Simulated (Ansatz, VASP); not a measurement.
## Nb in VASP and in Ansatz

```xyz
1
Lattice="-1.6640 1.6390 1.6640 1.6640 -1.6390 1.6640 1.6640 1.6390 -1.6640" Properties=species:S:1:pos:R:3 pbc="T T T"
Nb    0.0000    0.0000    0.0000
```

Change from the starting cell: strain -0.0150 x Voigt [0, 1, 0, 0, 0, 0], atoms carried along.

Alike in both runs: task single point; functional PBE; k mesh 20 × 20 × 20; occupations gaussian, width 0.15 eV; no spin polarisation.

```csv
,VASP,Ansatz
version,VASP 6.6.1,Ansatz 0.2.0
potentials or method,"VASP PAW PBE potentials, release 64 (Nb_sv), cutoff 520 eV","scalar-relativistic, plane waves, PAW"
valence electrons in the cell,13,13
```

|  | VASP | Ansatz | Ansatz less VASP |
| --- | --- | --- | --- |
| gap on the k mesh at the Fermi level (eV) | none | none | - |
| pressure (GPa) | -0.5 | -0.2 | +0.33 |
| traceless stress, the component that is largest in VASP (GPa) | 1.09 | 1.09 | +0.005 |

A gap of «none» marks a metal or a gap that the smearing closes.
